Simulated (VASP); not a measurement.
Input of a VASP 6.6.1 run:

The input POSCAR:

```
WS2
1.0
    3.3088836719      0.0000000000      0.0000000000
   -1.6544418359      2.8655773180      0.0000000000
    0.0000000000      0.0000000000     12.8556368452
W S
2 4
Direct
    0.3333333333      0.6666666667      0.2500000000
    0.6666666667      0.3333333333      0.7500000000
    0.3333333333      0.6666666667      0.6318318086
    0.6666666667      0.3333333333      0.1318318086
    0.3333333333      0.6666666667      0.8681681914
    0.6666666667      0.3333333333      0.3681681914
```

The input INCAR.step1:

```
ALGO     = Normal         # electronic algorithm
EDIFF    = 1E-4           # SCF threshold, eV
ENCUT    = 520            # plane-wave cutoff, eV
GGA      = PE             # functional
ISMEAR   = 0              # smearing method
LASPH    = True           # aspherical terms in the spheres
LCHARG   = False          # write CHGCAR
LREAL    = False          # projectors in reciprocal space
LWAVE    = True           # write WAVECAR
NBANDS   = 35             # bands
NELM     = 100            # most SCF steps
PREC     = Accurate       # precision mode
SIGMA    = 0.02           # smearing width, eV
```

The input INCAR.step2:

```
ALGO     = Normal         # electronic algorithm
EDIFF    = 1E-6           # SCF threshold, eV
ENCUT    = 520            # plane-wave cutoff, eV
ISIF     = 2              # what is computed and relaxed
ISMEAR   = 0              # smearing method
ISTART   = 1            
LASPH    = True           # aspherical terms in the spheres
LCHARG   = False          # write CHGCAR
LMIXTAU  = True         
LREAL    = False          # projectors in reciprocal space
LWAVE    = False          # write WAVECAR
METAGGA  = R2SCAN         # meta-GGA
NBANDS   = 35             # bands
NELM     = 100            # most SCF steps
PREC     = Accurate       # precision mode
SIGMA    = 0.02           # smearing width, eV
```

The input KPOINTS:

```
k-points
0
Gamma
  12 12 2
```

Potentials or basis: VASP PAW PBE potentials, release 64 (W_sv, S).

Command:

```console
$ cat potpaw_PBE.64/W_sv/POTCAR potpaw_PBE.64/S/POTCAR > POTCAR
$ cp INCAR.step1 INCAR
$ mpirun -np 1 vasp_std > vasp.out
$ cp INCAR.step2 INCAR
$ mpirun -np 1 vasp_std > vasp.out
```

Task: Estimate the pressure.

Result: -6.7 GPa.

Task: Estimate the band gap on the k mesh.

Result: 0.54 eV (least direct gap 1.42 eV).

Task: Predict the largest force.

Result: 0.015 eV/Å.

Forces in eV/Å, atoms in the order of the input:
```
W    0.000  0.000  0.000
W    0.000  0.000  0.000
S    0.000  0.000 -0.015
S    0.000  0.000 -0.015
S    0.000  0.000  0.015
S    0.000  0.000  0.015
```

Caveat: the cell differs from its parent crystal (biaxial strain in the a-b plane: +4.0 %, then relaxed in part); the stress differs along the axes, from -10 to 0 GPa; the PAW data sets were made with another functional, which shifts forces and pressure a little; spin-orbit coupling is left out, which moves the levels of the heavy elements. A k mesh can miss the band edges.
